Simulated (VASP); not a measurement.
Si3C4, 7 atoms in the cell. The structure is cubic, space group P-43m (No. 215). The conventional cell has a = 4.421 Å, b = 4.421 Å, c = 4.421 Å, α = 90.00°, β = 90.00°, γ = 90.00°. Within 2.5 Å of Si (site symmetry -42m) lie 4 C at 1.86 Å. Within 2.5 Å of C (site symmetry 3m) lie 3 Si at 1.86 Å. 

* Program: VASP 6.6.1
* Task: single point
* Functional: PBE
* Potentials or basis: VASP PAW PBE potentials, release 64 (Si, C)
* Cutoff: 520 eV
* k mesh: 4 × 4 × 4
* Occupations: gaussian, width 0.1 eV
* Spin: no spin polarisation
* Dipole correction: no
* Further INCAR settings: ALGO = Normal; EDIFF = 1e-06; NBANDS = 23

Potentials or basis: VASP PAW PBE potentials, release 64 (Si, C).

Launch:

```sh
$ cat potpaw_PBE.64/Si/POTCAR potpaw_PBE.64/C/POTCAR > POTCAR
$ mpirun -np 1 vasp_std > vasp.out
```

Hardware: 1 thread of Intel(R) Xeon(R) Platinum 8259CL CPU @ 2.50GHz (Skylake/Cascade Lake), on a shared host.

**Question.** How long does it take, and how much memory?

**Answer.** It took 21 s on 1 thread of Intel(R) Xeon(R) Platinum 8259CL CPU @ 2.50GHz (Skylake/Cascade Lake), on a shared host, peak memory 0.2 GiB. Counts: scf iterations 14, k points 10.
